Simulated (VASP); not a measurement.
# MgB2 (P6/mmm) in VASP: a series of runs

Runs on MgB2. Level: PBE. Tasks: single point.

Program: VASP 6.6.1. These are calculated values, not measurements. Logs are shortened: lines on timing, memory, paths and dates and some standing lists are left out, and cuts for length are marked.

### Step 1. The cell of the first run

Symmetry: P6/mmm, No. 191, hexagonal system. The conventional cell has a = 3.077 Å, b = 3.077 Å, c = 3.520 Å, α = 90.00°, β = 90.00°, γ = 120.00°. Within 3.3 Å of Mg (site symmetry 6/mmm) lie 12 B at 2.50 Å and 6 Mg at 3.08 Å. Within 2.4 Å of B (site symmetry -6m2) lie 3 B at 1.78 Å.

### Step 2. Single point, PBE

INCAR reads:

```
PREC = Accurate
ENCUT = 520
EDIFF = 1E-6
ISMEAR = 0
SIGMA = 0.05
LREAL = False
LASPH = True
NELM = 80
ALGO = Normal
ISIF = 2
LWAVE = False
LCHARG = False
GGA = PE
NBANDS = 11
```

KPOINTS reads:

```
Automatic mesh
0
Gamma
  14 14 12
```

POSCAR reads:

```
MgB2
1.0
    3.0767859579      0.0000000000      0.0000000000
   -1.5383929789      2.6645748015      0.0000000000
    0.0000000000      0.0000000000      3.5196969375
Mg B
1 2
Direct
    0.0000000000      0.0000000000      0.0000000000
    0.3333333333      0.6666666667      0.5000000000
    0.6666666667      0.3333333333      0.5000000000
```

Potentials or basis: VASP PAW PBE potentials, release 64 (Mg, B).

On the command line:

```sh
> cat potpaw_PBE.64/Mg/POTCAR potpaw_PBE.64/B/POTCAR > POTCAR
> mpirun -np 1 vasp_std > vasp.out
```

OUTCAR:

```text
PREC = Accurate
   ENCUT = 520
   EDIFF = 1E-6
   ISMEAR = 0
   LREAL = False
   LASPH = True
   NELM = 80
   ISIF = 2
   GGA = PE

 ion  position               nearest neighbor table
   1  0.000  0.000  0.000-   2 2.50   3 2.50   2 2.50   3 2.50   2 2.50   2 2.50   3 2.50   3 2.50
                             3 2.50   3 2.50   2 2.50   2 2.50
   2  0.333  0.667  0.500-   3 1.78   3 1.78   3 1.78   1 2.50   1 2.50   1 2.50   1 2.50   1 2.50
                             1 2.50
   3  0.667  0.333  0.500-   2 1.78   2 1.78   2 1.78   1 2.50   1 2.50   1 2.50   1 2.50   1 2.50
                             1 2.50

  LATTYP: Found a hexagonal cell.
 ALAT       =     3.0767859579
 C/A-ratio  =     1.1439524834

  Lattice vectors:

 A1 = (   3.0767859579,   0.0000000000,   0.0000000000)
 A2 = (  -1.5383929789,   2.6645748015,   0.0000000000)
 A3 = (   0.0000000000,   0.0000000000,   3.5196969375)

Analysis of symmetry for initial positions (statically):
=====================================================================
 Subroutine PRICEL returns:
 Original cell was already a primitive cell.

 Routine SETGRP: Setting up the symmetry group for a
 hexagonal supercell.

 Subroutine GETGRP returns: Found 24 space group operations
 (whereof 24 operations were pure point group operations)
 out of a pool of 24 trial point group operations.

The static configuration has the point symmetry D_6h.

Analysis of symmetry for dynamics (positions and initial velocities):
=====================================================================
 Subroutine PRICEL returns:
 Original cell was already a primitive cell.

 Routine SETGRP: Setting up the symmetry group for a
 hexagonal supercell.

 Subroutine GETGRP returns: Found 24 space group operations
 (whereof 24 operations were pure point group operations)
 out of a pool of 24 trial point group operations.

The dynamic configuration has the point symmetry D_6h.

 Subroutine INISYM returns: Found 24 space group operations
 (whereof 24 operations are pure point group operations),
 and found     1 'primitive' translations

----------------------------------------------------------------------------------------

                                     Primitive cell

  volume of cell :      28.8556

  direct lattice vectors                    reciprocal lattice vectors
     3.076785958  0.000000000  0.000000000     0.325014484  0.187647200  0.000000000
    -1.538392979  2.664574802  0.000000000     0.000000000  0.375294399  0.000000000
     0.000000000  0.000000000  3.519696938     0.000000000  0.000000000  0.284115371

  length of vectors
     3.076785958  3.076785958  3.519696938     0.375294399  0.375294399  0.284115371

  position of ions in fractional coordinates (direct lattice)
     0.000000000  0.000000000  0.000000000
     0.333333333  0.666666667  0.500000000
     0.666666667  0.333333333  0.500000000

  ion indices of the primitive-cell ions
   primitive index   ion index
                 1           1
                 2           2
                 3           3

----------------------------------------------------------------------------------------

 KPOINTS: Automatic mesh

Automatic generation of k-mesh.
 Grid dimensions read from file:
 generate k-points for:   14   14   12

 Generating k-lattice:

  Cartesian coordinates                     Fractional coordinates (reciprocal lattice)
     0.023215320  0.013403371  0.000000000     0.071428571  0.000000000  0.000000000
     0.000000000  0.026806743  0.000000000     0.000000000  0.071428571  0.000000000
     0.000000000  0.000000000  0.023676281     0.000000000  0.000000000  0.083333333

  Length of vectors
     0.026806743  0.026806743  0.023676281

  Shift w.r.t. Gamma in fractional coordinates (k-lattice)
     0.000000000  0.000000000  0.000000000

 Subroutine IBZKPT returns following result:
 ===========================================

 Found    168 irreducible k-points:

 Following reciprocal coordinates:
            Coordinates               Weight
  0.000000  0.000000  0.000000      1.000000
  0.071429  0.000000  0.000000      6.000000
  0.142857 -0.000000  0.000000      6.000000
  0.214286  0.000000  0.000000      6.000000
  0.285714  0.000000  0.000000      6.000000
  0.357143  0.000000  0.000000      6.000000
[... 16 lines left out ...]
  0.285714  0.285714  0.000000      6.000000
  0.357143  0.285714  0.000000      6.000000
 [... further k-points ...]
   k-points           NKPTS =    168   k-points in BZ     NKDIM =    168   number of bands    NBANDS=     11
   number of dos      NEDOS =    301   number of ions     NIONS =      3
   total plane-waves  NPLWV =  16128
   dimension x,y,z NGX =    24 NGY =   24 NGZ =   28
   dimension x,y,z NGXF=    48 NGYF=   48 NGZF=   56
   ions per type =               1   2
   NGX,Y,Z   is equivalent  to a cutoff of  12.97, 12.97, 13.23 a.u.
   NGXF,Y,Z  is equivalent  to a cutoff of  25.94, 25.94, 26.45 a.u.
 SYSTEM =  unknown system
   PREC   = accura    normal or accurate (medium, high low for compatibility)
   ISTART =      0    job   : 0-new  1-cont  2-samecut
   ICHARG =      2    charge: 1-file 2-atom 10-const
   ISPIN  =      1    spin polarized calculation?
   LNONCOLLINEAR =      F non collinear calculations
   LSORBIT =      F    spin-orbit coupling
   LASPH  =      T    aspherical Exc in radial PAW
   ENCUT  =  520.0 eV  38.22 Ry    6.18 a.u.   5.72  5.72  6.54*2*pi/ulx,y,z
   NELM   =     80;   NELMIN=  2; NELMDL= -5     # of ELM steps
   EDIFF  = 0.1E-05   stopping-criterion for ELM
   LREAL  =      F    real-space projection
   EDIFFG = 0.1E-04   stopping-criterion for IOM
   NSW    =      0    number of steps for IOM
   IBRION =     -1    ionic relax: 0-MD 1-quasi-New 2-CG
   NFREE  =      0    steps in history (QN), initial steepest desc. (CG)
   ISIF   =      2    stress and relaxation
   ISYM   =      2    0-nonsym 1-usesym 2-fastsym
   POTIM  = 0.5000    time-step for ionic-motion
   TEBEG  =    0.0;   TEEND  =   0.0 temperature during run
   PSTRESS=    0.0 pullay stress
   NELECT =       8.0000    total number of electrons
   NUPDOWN=      -1.0000    fix difference up-down
   EMIN   =  10.00;   EMAX   =-10.00  energy-range for DOS
   EFERMI =   0.00;   METHOD = LEGACY
   ISMEAR =     0;   SIGMA  =   0.05  broadening in eV -4-tet -1-fermi 0-gaus
   EFERMI_NEDOS =   21; number of points for ismear=-14 and -15
   IALGO  =     38    algorithm
   IMIX   =      4    mixing-type and parameters
     AMIX     =   0.40;   BMIX     =  1.00
     AMIX_MAG =   1.60;   BMIX_MAG =  1.00
  volume/ion in A,a.u.               =       9.62        64.91
  Fermi-wavevector in a.u.,A,eV,Ry     =   1.067484  2.017252 15.504137  1.139522
  Thomas-Fermi vector in A             =   2.203102
   LORBIT       =      0    0 simple, 1 ext, 2 COOP (PROOUT), +10 PAW based schemes
   GGA     = PE    functional components
   LHFCALC =     F    Hartree Fock is set to
   AEXX    =    0.0000 exact exchange contribution
   IVDW    =     0    specifies the selected vdW correction
   LEPSILON=     F    determine dielectric tensor
   LRPA    =     F    only Hartree local field effects (RPA)
 non-spin polarized calculation
 Gauss-broadening in eV      SIGMA  =   0.05
  energy-cutoff  :      520.00
  volume of cell :       28.86
 maximum number of plane-waves:       792
 NGX is ok and might be reduce to    24
   NGX = 11   NGY = 11   NGZ = 13

 number of electron       8.0000000 magnetization

 Free energy of the ion-electron system (eV)
  ---------------------------------------------------
  ext. energy  EPLUGINS =         0.00000000
  ---------------------------------------------------
  free energy    TOTEN  =       -15.32467674 eV

  energy without entropy =      -15.32378227  energy(sigma->0) =      -15.32422951

 E-fermi :   5.3156     XC(G=0): -10.9347

 val. band max:        5.3091336548   @ k =   0.1429  -0.0000   0.5000
 cond. band min:       5.3216780627   @ k =   0.0714   0.0000   0.1667
 fundamental gap:      0.0125444079
 Fermi energy:         5.3155766521

 k-point     1 :       0.0000    0.0000    0.0000
  band No.  band energies     occupation
      1      -7.1434      2.00000
      2       2.3442      2.00000
      3       5.6845      0.00000
      4       5.6845      0.00000
      5       6.9479      0.00000
      6      11.6547      0.00000
      7      11.6547      0.00000
      8      13.4783      0.00000
      9      15.3050      0.00000
     10      18.0524      0.00000
     11      21.4980      0.00000

 k-point     2 :       0.0714    0.0000    0.0000
  band No.  band energies     occupation
      1      -7.0544      2.00000
      2       2.4311      2.00000
      3       5.2244      1.99006
      4       5.4696      0.00001
      5       7.0271      0.00000
      6      11.5988      0.00000
      7      12.0498      0.00000
      8      13.6734      0.00000
      9      14.9844      0.00000
     10      18.5030      0.00000
     11      21.0547      0.00000

 k-point     3 :       0.1429   -0.0000    0.0000
  band No.  band energies     occupation
      1      -6.7882      2.00000
      2       2.6905      2.00000
      3       4.0922      2.00000
      4       4.9637      2.00000
      5       7.2724      0.00000
      6      11.3139      0.00000
      7      13.0903      0.00000
      8      14.1037      0.00000
      9      14.2053      0.00000
     10      19.6713      0.00000
     11      20.1983      0.00000
[... 267 lines left out ...]
 k-point    23 :       0.2857    0.2857    0.0000
  band No.  band energies     occupation
      1      -3.0720      2.00000
      2      -1.1411      2.00000
      3      -0.0003      2.00000
      4       6.1142      0.00000
      5       8.1202      0.00000
      6      10.7499      0.00000
      7      11.9709      0.00000
      8      14.1488      0.00000
      9      14.4468      0.00000
     10      17.0650      0.00000
     11      17.3819      0.00000

 k-point    24 :       0.3571    0.2857    0.0000
  band No.  band energies     occupation
      1      -2.3038      2.00000
      2      -1.8142      2.00000
      3      -0.3054      2.00000
      4       6.6837      0.00000
      5       7.5163      0.00000
      6      11.2724      0.00000
      7      11.6153      0.00000
      8      14.2147      0.00000
      9      14.2830      0.00000
     10      17.1678      0.00000
     11      18.2406      0.00000

 [... further k-points ...]

------------------------ aborting loop because EDIFF is reached ----------------------------------------

  FORCE on cell =-STRESS in cart. coord.  units (eV):
  Direction    XX          YY          ZZ          XY          YZ          ZX
  --------------------------------------------------------------------------------------
  -------------------------------------------------------------------------------------
  Total       -0.0339929     -0.0339929     -0.0797516     -0.0000000      0.0000000      0.0000000
  in kB       -1.8874210     -1.8874210     -4.4281192     -0.0000000      0.0000000      0.0000000
  external PRESSURE =      -2.7343204 kB  Pullay stress =       0.0000000 kB

 VOLUME and BASIS-vectors are now :
 -----------------------------------------------------------------------------
  energy-cutoff  :      520.00
  volume of cell :       28.86
      direct lattice vectors                 reciprocal lattice vectors
     3.076785958  0.000000000  0.000000000     0.325014484  0.187647200  0.000000000
    -1.538392979  2.664574802  0.000000000     0.000000000  0.375294399  0.000000000
     0.000000000  0.000000000  3.519696938     0.000000000  0.000000000  0.284115371

 POSITION                                       TOTAL-FORCE (eV/Angst)
 -----------------------------------------------------------------------------------
      0.00000      0.00000      0.00000        -0.000000      0.000000      0.000000
     -0.00000      1.77638      1.75985         0.000000     -0.000000     -0.000000
      1.53839      0.88819      1.75985        -0.000000      0.000000      0.000000
 -----------------------------------------------------------------------------------
    total drift:                                0.000000     -0.000000     -0.000000

  FREE ENERGIE OF THE ION-ELECTRON SYSTEM (eV)
  ---------------------------------------------------
  free  energy   TOTEN  =       -15.3246767403 eV

  energy  without entropy=      -15.3237822730  energy(sigma->0) =      -15.32422951
```

Run time: 14 s. Hardware: 1 thread of Intel Xeon 6975P-C (Granite Rapids), shared host; peak memory 0.18 GiB.

What came out:

| Item | Value |
| --- | --- |
| Free energy | -15.3247 eV |
| Pressure | -0.3 GPa |
| Band gap on the k mesh | zero (bands 4 and 5 overlap by 3.01 eV) |

### Step 3. Single point, PBE (9.81 Å³/atom)

This run uses another cell than the first one, of 9.81 Å³/atom.

INCAR reads:

```
SYSTEM = MgB2
PREC     = Accurate       ! precision mode
ENCUT    = 520            ! plane-wave cutoff, eV
EDIFF    = 1E-7           ! SCF threshold, eV
ISMEAR   = 0              ! smearing method
SIGMA    = 0.05           ! smearing width, eV
LREAL    = .False.        ! projectors in reciprocal space
LASPH    = .True.         ! aspherical terms in the spheres
NELM     = 80             ! most SCF steps
ALGO     = Normal         ! electronic algorithm
ISIF     = 2              ! what is computed and relaxed
LWAVE    = .False.        ! write WAVECAR
LCHARG   = .False.        ! write CHGCAR
GGA      = PE             ! functional
NBANDS   = 11             ! bands
```

KPOINTS reads:

```
regular mesh
0
Gamma
  14 14 12
  0 0 0
```

POSCAR reads:

```
MgB2
1.0
    3.0926953833      0.0000000000      0.0000000000
   -1.5463476917      2.6783527681      0.0000000000
    0.0000000000      0.0000000000      3.5532496311
Mg B
1 2
Direct
    0.0000000000      0.0000000000      0.0000000000
    0.3333333333      0.6666666667      0.5000000000
    0.6666666667      0.3333333333      0.5000000000
```

Potentials or basis: VASP PAW PBE potentials, release 64 (Mg, B).

On the command line:

```sh
> cat potpaw_PBE.64/Mg/POTCAR potpaw_PBE.64/B/POTCAR > POTCAR
> mpirun -np 1 vasp_std > vasp.out
```

It took 15 s on 1 thread of Intel Xeon 6975P-C (Granite Rapids), shared host; peak memory 0.18 GiB.

The run converged. Its results:

```
Free energy            : -15.3188 eV
Pressure               : -3.0 GPa
Band gap on the k mesh : zero (bands 4 and 5 overlap by 2.94 eV)
```

Stress tensor (GPa, compression positive):
```
-2.92  0.00  0.00
 0.00 -2.92  0.00
 0.00  0.00 -3.17
```

Levels at points of the mesh, in eV from the Fermi level:
```csv
k point,band 1,band 2,band 3,band 4,band 5,band 6,band 7,band 8
"(0.00, 0.00, 0.00)",-12.35,-2.98,0.37,0.37,1.51,6.30,6.30,8.01
"(0.50, 0.00, 0.00)",-8.49,-7.77,-2.14,0.17,3.00,3.87,5.17,6.90
"(0.00, 0.00, 0.50)",-11.11,-7.38,0.73,0.73,6.62,6.62,7.92,9.68
"(0.50, 0.00, 0.50)",-7.54,-6.89,-3.53,-1.86,-1.29,5.64,8.65,8.83
```

Caveat: the cell stands under tension.

### Step 4. Single point, PBE (10.00 Å³/atom)

This run uses another cell than the first one, of 10.00 Å³/atom.

INCAR reads:

```
PREC     = Accurate       # precision mode
ENCUT    = 520            # plane-wave cutoff, eV
EDIFF    = 1E-6           # SCF threshold, eV
ISMEAR   = 0              # smearing method
SIGMA    = 0.05           # smearing width, eV
LREAL    = False          # projectors in reciprocal space
LASPH    = True           # aspherical terms in the spheres
NELM     = 80             # most SCF steps
ALGO     = Normal         # electronic algorithm
ISIF     = 2              # what is computed and relaxed
LWAVE    = False          # write WAVECAR
LCHARG   = False          # write CHGCAR
GGA      = PE             # functional
NBANDS   = 11             # bands
```

KPOINTS reads:

```
regular mesh
0
Gamma
  14 14 12
```

POSCAR reads:

```
MgB2
1.0
    3.1085487725      0.0000000000      0.0000000000
   -1.5542743863      2.6920822059      0.0000000000
    0.0000000000      0.0000000000      3.5860621142
Mg B
1 2
Direct
    0.0000000000      0.0000000000      0.0000000000
    0.3333333333      0.6666666667      0.5000000000
    0.6666666667      0.3333333333      0.5000000000
```

On the command line:

```sh
> cat potpaw_PBE.64/Mg/POTCAR potpaw_PBE.64/B/POTCAR > POTCAR
> mpirun -np 1 vasp_std > vasp.out
```

Wall time 14 s (1 thread of Intel Xeon 6975P-C (Granite Rapids), shared host); peak memory 0.19 GiB.

It converged, with:

```yaml
Free_energy: -15.3036 eV
Pressure: -5.5 GPa
Band_gap_on_the_k_mesh: zero (bands 4 and 5 overlap by 2.88 eV)
```

Stress tensor (GPa, compression positive):
```
-5.45  0.00  0.00
 0.00 -5.45  0.00
 0.00  0.00 -5.61
```

Levels at points of the mesh, in eV from the Fermi level:
```tsv
k point	band 1	band 2	band 3	band 4	band 5	band 6	band 7	band 8	band 9
(0.00, 0.00, 0.00)	-12.23	-2.98	0.38	0.38	1.39	6.25	6.25	7.87	9.70
(0.50, 0.00, 0.00)	-8.42	-7.68	-2.11	0.16	2.94	3.85	5.02	6.68	12.18
(0.00, 0.00, 0.50)	-11.04	-7.30	0.72	0.72	6.58	6.58	7.85	9.42	9.47
(0.50, 0.00, 0.50)	-7.51	-6.83	-3.48	-1.83	-1.28	5.54	8.50	8.73	12.44
```

Caveat: the cell stands under tension.

### Step 5. The runs side by side

| cell | gap on the mesh (eV) | pressure (GPa) |
| --- | --- | --- |
| a = 3.077, b = 3.077, c = 3.520 Å, angles 90.0, 90.0, 120.0°, 3 atoms | none | -0.3 |
| a = 3.093, b = 3.093, c = 3.553 Å, angles 90.0, 90.0, 120.0°, 3 atoms | none | -3.0 |
| a = 3.109, b = 3.109, c = 3.586 Å, angles 90.0, 90.0, 120.0°, 3 atoms | none | -5.5 |

Alike in all rows: task single point; level PBE; potentials or basis VASP PAW PBE potentials, release 64 (Mg, B); no spin polarisation; k mesh 14 × 14 × 12; cutoff (eV) 520; smearing gaussian 0.05 eV.

Caveats: the cell stands under tension (at least some runs).

Absolute energies hang on the potentials; compare differences alone.
